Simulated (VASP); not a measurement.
Runs of VASP 6.6.1 on Re. Symmetry: P6_3/mmc, No. 194, hexagonal system. The conventional cell has a = 2.777 Å, b = 2.777 Å, c = 4.479 Å, α = 90.00°, β = 90.00°, γ = 120.00°. Within 3.6 Å of Re (site symmetry -6m2) lie 12 Re at 2.75 to 2.78 Å. 

```csv
k mesh,smearing,gap on the mesh (eV),pressure (GPa)
5 × 5 × 3,fermi-dirac 0.1 eV,none,-2.1
13 × 13 × 7,fermi-dirac 1 eV,none,20.3
13 × 13 × 7,fermi-dirac 0.3 eV,none,1.1
13 × 13 × 7,gaussian 0.2 eV,none,(b)
13 × 13 × 7,fermi-dirac 0.1 eV,none,(a)
```

Alike in all rows: task single point; level PBE; potentials or basis VASP PAW PBE potentials, release 64 (Re); no spin polarisation; cell as given; cutoff (eV) 520.

**Question.** Estimate the missing entries.

**Answer.** (a) -0.5; (b) -0.6.

Caveats: some runs use coarse meshes; spin-orbit coupling is left out, which moves the levels of the heavy elements.

A k mesh can miss the band edges, and the runs leave out spin-orbit coupling on Re.

A gap of «none» marks levels without a gap at the run's occupations.
